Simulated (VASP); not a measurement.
# LiMo16 (a cell with a defect) in VASP: single point with PBE

Aim: the single point of LiMo16 (a cell with a defect) with PBE.

Everything below comes from runs of VASP 6.6.1. Logs are shortened: lines on timing, memory, paths and dates and some standing lists are left out, and cuts for length are marked.

### 1 The cell of the first run

The cell holds a defect, 17 atoms: a = 6.300 Å, b = 6.300 Å, c = 6.300 Å, α = 90.00°, β = 90.00°, γ = 90.00°.

### 2 Single point, PBE

File INCAR:

```
PREC = Accurate
ENCUT = 520
EDIFF = 1E-7
ISMEAR = 0
SIGMA = 0.05
LREAL = Auto
LASPH = True
NELM = 80
ALGO = Normal
ISIF = 2
LWAVE = False
LCHARG = True
GGA = PE
LELF = True
LVHAR = True
NBANDS = 128
```

File KPOINTS:

```
regular mesh
0
Gamma
  3 3 3
```

File POSCAR:

```
LiMo16
1.0
    6.3000000000      0.0000000000      0.0000000000
    0.0000000000      6.3000000000      0.0000000000
    0.0000000000      0.0000000000      6.3000000000
Mo Li
16 1
Direct
   -0.0075894874      0.0146656618     -0.0000895077
    0.5073614153      0.0147029637      0.0004005585
   -0.0074210556      0.4998377550      0.0003527702
   -0.0115964146      0.0186265749      0.4998625226
    0.2498953923      0.2574029317      0.2475831368
    0.5070029206      0.4999824070     -0.0001662266
    0.5111976343      0.0187189410      0.5003193180
    0.7498221174      0.2572139245      0.2504578683
   -0.0117891005      0.4957459514      0.5003281567
    0.2499089884      0.7570092870      0.3128598275
    0.2498212243      0.2571070713      0.7529282698
    0.5113967350      0.4956594556      0.5000612265
    0.7497025722      0.7570828676      0.2476123394
    0.7498234165      0.2572378368      0.7501345504
    0.2497171691      0.7571848565      0.6880103176
    0.7498543462      0.7572537114      0.7529242116
    0.2498241265      0.7576482029      0.0005163603
```

Potentials or basis: VASP PAW PBE potentials, release 64 (Mo_sv, Li_sv).

Command:

```sh
$ cat potpaw_PBE.64/Mo_sv/POTCAR potpaw_PBE.64/Li_sv/POTCAR > POTCAR
$ mpirun -np 1 vasp_std > vasp.out
```

OUTCAR:

```text
PREC = Accurate
   ENCUT = 520
   EDIFF = 1E-7
   ISMEAR = 0
   LREAL = Auto
   LASPH = True
   NELM = 80
   ISIF = 2
   GGA = PE

 ion  position               nearest neighbor table
   1  0.992  0.015  1.000-  17 2.29  14 2.67   8 2.68  11 2.72  16 2.72   5 2.72  13 2.72  15 3.02
                            10 3.03   2 3.06   3 3.06   4 3.15   4 3.15   3 3.24   2 3.24
   2  0.507  0.015  0.000-  17 2.29   8 2.67  14 2.67  13 2.72   5 2.72  16 2.72  11 2.72  15 3.02
                            10 3.02   1 3.06   6 3.06   7 3.15   7 3.15   6 3.24   1 3.24
   3  0.993  0.500  0.000-  17 2.29   8 2.68  14 2.68   5 2.72  13 2.72  11 2.72  16 2.72  15 3.02
                            10 3.02   1 3.06   6 3.06   9 3.15   9 3.15   6 3.24   1 3.24
   4  0.988  0.019  0.500-  10 2.61  15 2.61   8 2.64  14 2.65  13 2.74   5 2.74  11 2.74  16 2.74
                             9 3.01   7 3.01   1 3.15   1 3.15   7 3.29   9 3.29
   5  0.250  0.257  0.248-   3 2.72   2 2.72   6 2.72   1 2.72  12 2.74   4 2.74   7 2.74   9 2.74
                            11 3.12   8 3.15   8 3.15  10 3.17  10 3.18  11 3.18
   6  0.507  0.500  1.000-  17 2.29  14 2.67   8 2.68  11 2.72  16 2.72   5 2.72  13 2.72  15 3.02
                            10 3.02   2 3.06   3 3.06  12 3.15  12 3.15   3 3.24   2 3.24
   7  0.511  0.019  0.500-  10 2.61  15 2.61  14 2.64   8 2.64  11 2.74   5 2.74  16 2.74  13 2.74
                            12 3.00   4 3.01   2 3.15   2 3.15   4 3.29  12 3.30
   8  0.750  0.257  0.250-  12 2.64   4 2.64   9 2.64   7 2.64   2 2.67   3 2.68   1 2.68   6 2.68
                            14 3.15  13 3.15   5 3.15   5 3.15  13 3.15  14 3.15
   9  0.988  0.496  0.500-  10 2.61  15 2.61  14 2.64   8 2.64  16 2.74  13 2.74   5 2.74  11 2.74
                            12 3.00   4 3.01   3 3.15   3 3.15   4 3.29  12 3.30
  10  0.250  0.757  0.313-  17 1.97  15 2.36  12 2.61   4 2.61   9 2.61   7 2.61   3 3.02   6 3.02
                             2 3.02   1 3.03   5 3.17  13 3.18  13 3.18   5 3.18
  11  0.250  0.257  0.753-   1 2.72   6 2.72   3 2.72   2 2.72   7 2.74   9 2.74   4 2.74  12 2.74
                             5 3.12  14 3.15  14 3.15  15 3.18  15 3.18   5 3.18
  12  0.511  0.496  0.500-  10 2.61  15 2.61   8 2.64  14 2.64  13 2.74   5 2.74  16 2.74  11 2.74
                             9 3.00   7 3.00   6 3.15   6 3.15   7 3.30   9 3.30
  13  0.750  0.757  0.248-   2 2.72   3 2.72   6 2.72   1 2.72  12 2.74   4 2.74   9 2.74   7 2.74
                            16 3.12   8 3.15   8 3.15  10 3.18  10 3.18  16 3.18
  14  0.750  0.257  0.750-   9 2.64  12 2.64   7 2.64   4 2.65   1 2.67   6 2.67   2 2.67   3 2.68
                             8 3.15  16 3.15  11 3.15  11 3.15  16 3.15   8 3.15
  15  0.250  0.757  0.688-  17 1.97  10 2.36   9 2.61   7 2.61   4 2.61  12 2.61   6 3.02   1 3.02
                             3 3.02   2 3.02  16 3.18  11 3.18  11 3.18  16 3.18
  16  0.750  0.757  0.753-   1 2.72   6 2.72   2 2.72   3 2.72   9 2.74   7 2.74  12 2.74   4 2.74
                            13 3.12  14 3.15  14 3.15  15 3.18  15 3.18  13 3.18
  17  0.250  0.758  0.001-  10 1.97  15 1.97   1 2.29   2 2.29   6 2.29   3 2.29

  LATTYP: Found a simple cubic cell.
 ALAT       =     6.3000000000

  Lattice vectors:

 A1 = (   6.3000000000,   0.0000000000,   0.0000000000)
 A2 = (   0.0000000000,   6.3000000000,   0.0000000000)
 A3 = (   0.0000000000,   0.0000000000,   6.3000000000)

Analysis of symmetry for initial positions (statically):
=====================================================================
 Subroutine PRICEL returns:
 Original cell was already a primitive cell.

 Routine SETGRP: Setting up the symmetry group for a
 simple cubic supercell.

 Subroutine GETGRP returns: Found  1 space group operations
 (whereof  1 operations were pure point group operations)
 out of a pool of 48 trial point group operations.

The static configuration has the point symmetry C_1 .

Analysis of symmetry for dynamics (positions and initial velocities):
=====================================================================
 Subroutine PRICEL returns:
 Original cell was already a primitive cell.

 Routine SETGRP: Setting up the symmetry group for a
 simple cubic supercell.

 Subroutine GETGRP returns: Found  1 space group operations
 (whereof  1 operations were pure point group operations)
 out of a pool of 48 trial point group operations.

The dynamic configuration has the point symmetry C_1 .

 Subroutine INISYM returns: Found  1 space group operations
 (whereof  1 operations are pure point group operations),
 and found     1 'primitive' translations

----------------------------------------------------------------------------------------

                                     Primitive cell
[... 64 lines left out ...]

  Length of vectors
     0.052910053  0.052910053  0.052910053

  Shift w.r.t. Gamma in fractional coordinates (k-lattice)
     0.000000000  0.000000000  0.000000000

 Subroutine IBZKPT returns following result:
 ===========================================

 Found     14 irreducible k-points:

 Following reciprocal coordinates:
            Coordinates               Weight
  0.000000  0.000000  0.000000      1.000000
  0.333333  0.000000  0.000000      2.000000
  0.000000  0.333333  0.000000      2.000000
  0.000000  0.000000  0.333333      2.000000
  0.333333  0.333333  0.000000      2.000000
  0.000000  0.333333  0.333333      2.000000
  0.333333  0.000000  0.333333      2.000000
 -0.333333  0.333333  0.000000      2.000000
 -0.333333  0.000000  0.333333      2.000000
  0.000000 -0.333333  0.333333      2.000000
  0.333333  0.333333  0.333333      2.000000
 -0.333333  0.333333  0.333333      2.000000
 -0.333333 -0.333333  0.333333      2.000000
  0.333333 -0.333333  0.333333      2.000000
   k-points           NKPTS =     14   k-points in BZ     NKDIM =     14   number of bands    NBANDS=    128
   number of dos      NEDOS =    301   number of ions     NIONS =     17
   total plane-waves  NPLWV = 110592
   dimension x,y,z NGX =    48 NGY =   48 NGZ =   48
   dimension x,y,z NGXF=    96 NGYF=   96 NGZF=   96
   ions per type =              16   1
   NGX,Y,Z   is equivalent  to a cutoff of  12.67, 12.67, 12.67 a.u.
   NGXF,Y,Z  is equivalent  to a cutoff of  25.33, 25.33, 25.33 a.u.
 SYSTEM =  unknown system
   PREC   = accura    normal or accurate (medium, high low for compatibility)
   ISTART =      0    job   : 0-new  1-cont  2-samecut
   ICHARG =      2    charge: 1-file 2-atom 10-const
   ISPIN  =      1    spin polarized calculation?
   LNONCOLLINEAR =      F non collinear calculations
   LSORBIT =      F    spin-orbit coupling
   LASPH  =      T    aspherical Exc in radial PAW
   ENCUT  =  520.0 eV  38.22 Ry    6.18 a.u.  11.71 11.71 11.71*2*pi/ulx,y,z
   NELM   =     80;   NELMIN=  2; NELMDL= -5     # of ELM steps
   EDIFF  = 0.1E-06   stopping-criterion for ELM
   LREAL  =      T    real-space projection
   EDIFFG = 0.1E-05   stopping-criterion for IOM
   NSW    =      0    number of steps for IOM
   IBRION =     -1    ionic relax: 0-MD 1-quasi-New 2-CG
   NFREE  =      0    steps in history (QN), initial steepest desc. (CG)
   ISIF   =      2    stress and relaxation
   ISYM   =      2    0-nonsym 1-usesym 2-fastsym
   POTIM  = 0.5000    time-step for ionic-motion
   TEBEG  =    0.0;   TEEND  =   0.0 temperature during run
   PSTRESS=    0.0 pullay stress
   NELECT =     227.0000    total number of electrons
   NUPDOWN=      -1.0000    fix difference up-down
   EMIN   =  10.00;   EMAX   =-10.00  energy-range for DOS
   EFERMI =   0.00;   METHOD = LEGACY
   ISMEAR =     0;   SIGMA  =   0.05  broadening in eV -4-tet -1-fermi 0-gaus
   EFERMI_NEDOS =   21; number of points for ismear=-14 and -15
   IALGO  =     38    algorithm
   IMIX   =      4    mixing-type and parameters
     AMIX     =   0.40;   BMIX     =  1.00
     AMIX_MAG =   1.60;   BMIX_MAG =  1.00
  volume/ion in A,a.u.               =      14.71        99.26
  Fermi-wavevector in a.u.,A,eV,Ry     =   1.585171  2.995540 34.188290  2.512768
  Thomas-Fermi vector in A             =   2.684677
   LORBIT       =      0    0 simple, 1 ext, 2 COOP (PROOUT), +10 PAW based schemes
   GGA     = PE    functional components
   LHFCALC =     F    Hartree Fock is set to
   AEXX    =    0.0000 exact exchange contribution
   IVDW    =     0    specifies the selected vdW correction
   LEPSILON=     F    determine dielectric tensor
   LRPA    =     F    only Hartree local field effects (RPA)
 non-spin polarized calculation
 Gauss-broadening in eV      SIGMA  =   0.05
  energy-cutoff  :      520.00
  volume of cell :      250.05
 maximum number of plane-waves:      6763
   NGX = 23   NGY = 23   NGZ = 23

 number of electron     227.0000000 magnetization

 Free energy of the ion-electron system (eV)
  ---------------------------------------------------
  ext. energy  EPLUGINS =         0.00000000
  ---------------------------------------------------
  free energy    TOTEN  =      -170.99117005 eV

  energy without entropy =     -170.98317748  energy(sigma->0) =     -170.98717377

 E-fermi :  12.6187     XC(G=0): -13.4451

 val. band max:       12.6139935059   @ k =   0.3333   0.3333   0.0000
 cond. band min:      12.6354423272   @ k =   0.3333   0.3333   0.0000
 fundamental gap:      0.0214488213
 Fermi energy:        12.6186888875

 k-point     1 :       0.0000    0.0000    0.0000
  band No.  band energies     occupation
      1     -48.4782      2.00000
      2     -48.2820      2.00000
      3     -48.2806      2.00000
      4     -48.2733      2.00000
      5     -48.2584      2.00000
      6     -48.2489      2.00000
[... 1781 lines left out ...]
    124      14.1530      0.00000
    125      14.1670      0.00000
 [bands above 125 left out]

------------------------ aborting loop because EDIFF is reached ----------------------------------------

  FORCE on cell =-STRESS in cart. coord.  units (eV):
  Direction    XX          YY          ZZ          XY          YZ          ZX
  --------------------------------------------------------------------------------------
  -------------------------------------------------------------------------------------
  Total       21.0415396     21.0430933     30.8306078     -0.0108052      0.0060839      0.0004684
  in kB      134.8237638    134.8337192    197.5472650     -0.0692341      0.0389823      0.0030012
  external PRESSURE =     155.7349160 kB  Pullay stress =       0.0000000 kB

 VOLUME and BASIS-vectors are now :
 -----------------------------------------------------------------------------
  energy-cutoff  :      520.00
  volume of cell :      250.05
      direct lattice vectors                 reciprocal lattice vectors
     6.300000000  0.000000000  0.000000000     0.158730159  0.000000000  0.000000000
     0.000000000  6.300000000  0.000000000     0.000000000  0.158730159  0.000000000
     0.000000000  0.000000000  6.300000000     0.000000000  0.000000000  0.158730159

 POSITION                                       TOTAL-FORCE (eV/Angst)
 -----------------------------------------------------------------------------------
      6.25219      0.09239      6.29944        -0.001956     -0.000987      0.007074
      3.19638      0.09263      0.00252        -0.007858     -0.004226     -0.005727
      6.25325      3.14898      0.00222        -0.005020      0.008009     -0.005163
      6.22694      0.11735      3.14913        -0.012860      0.012126      0.016234
      1.57434      1.62164      1.55977        -0.006158     -0.018598      0.005932
      3.19412      3.14989      6.29895         0.010962     -0.003658      0.008692
[... 9 lines left out ...]
      4.72408      4.77070      4.74342        -0.004248     -0.001278     -0.002873
      1.57389      4.77318      0.00325         0.000495      0.006946     -0.000025
 -----------------------------------------------------------------------------------
    total drift:                                0.002960      0.004671      0.001519

  FREE ENERGIE OF THE ION-ELECTRON SYSTEM (eV)
  ---------------------------------------------------
  free  energy   TOTEN  =      -170.9911700530 eV

  energy  without entropy=     -170.9831774829  energy(sigma->0) =     -170.98717377
```

Wall time 40 min (1 thread of Intel Xeon 8259CL, shared host); peak memory 0.49 GiB.

What came out:

| Item | Value |
| --- | --- |
| Free energy | -170.9912 eV |
| Largest force | 0.028 eV/Å |
| Band gap on the k mesh | zero (an odd number of electrons rules out a gap without spin polarisation) |

Forces on the atoms (eV/Å):
```
Mo  -0.002 -0.001  0.007
Mo  -0.008 -0.004 -0.006
Mo  -0.005  0.008 -0.005
Mo  -0.013  0.012  0.016
Mo  -0.006 -0.019  0.006
Mo   0.011 -0.004  0.009
Mo   0.011  0.002  0.003
Mo   0.002 -0.002 -0.020
Mo   0.003 -0.009  0.002
Mo  -0.005  0.006 -0.027
Mo  -0.001  0.006 -0.006
Mo  -0.002 -0.002  0.008
Mo   0.010  0.010  0.001
Mo   0.002 -0.003 -0.002
Mo   0.007 -0.007  0.018
Mo  -0.004 -0.001 -0.003
Li   0.000  0.007  0.000
```

Levels at points of the mesh, in eV from the Fermi level:
```tsv
k point	band 110	band 111	band 112	band 113	band 114	band 115	band 116	band 117	band 118	band 119
(0.00, 0.00, 0.00)	-0.51	-0.50	-0.17	-0.17	0.55	0.86	0.86	1.03	1.11	1.22
```

Caveat: the cutoff is under 1.25 times the usual one of these potentials, so pressure, stress and relaxed cells hold a basis-set (Pulay) error.

The gap in the log of VASP goes by the Fermi energy; the results here count the filled bands.